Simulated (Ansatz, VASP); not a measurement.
**MnSb in VASP and in Ansatz**

```
Sb Mn
1.0
     4.15000    0.00000    0.00000
    -2.07500    3.59401    0.00000
     0.00000    0.00000    5.78000
Sb Mn
2 2
Direct
  0.66667 0.33333 0.75000
  0.33333 0.66667 0.25000
  0.00000 0.00000 0.50000
  0.00000 0.00000 0.00000
```

Alike in both runs: task single point; functional PBE; k mesh 6 × 6 × 4; occupations fermi-dirac, width 0.05 eV; collinear spin; fixed moment 6 μB.

|  | VASP | Ansatz |
| --- | --- | --- |
| version | VASP 6.6.1 | Ansatz 0.2.0 |
| potentials or method | VASP PAW PBE potentials, release 64 (Sb, Mn_pv) | Ansatz PAW |
| plane-wave cutoff (eV) | 520 | 420 |
| valence electrons in the cell | 36 | 60 |

Ansatz gave:

- pressure (GPa): -5.8
- traceless stress, the component that is largest in VASP (GPa): -0.40
- net moment per atom (μB): 1.50
- size of the moment on the site where the two differ most (μB): 3.17

Question: Which values does VASP return?

Answer: Pressure (GPa): -5.8; traceless stress, the component that is largest in VASP (GPa): -0.37; net moment per atom (μB): 1.50; size of the moment on the site where the two differ most (μB): 3.15.

Site moments also hang on the region over which each program counts them. With one functional, cell and mesh, what is left measures potentials, basis and numerics. VASP's potentials hold 36 valence electrons a cell and Ansatz's 60, so a difference there can come from the potentials and not from the codes.

Spin-orbit coupling is off throughout.
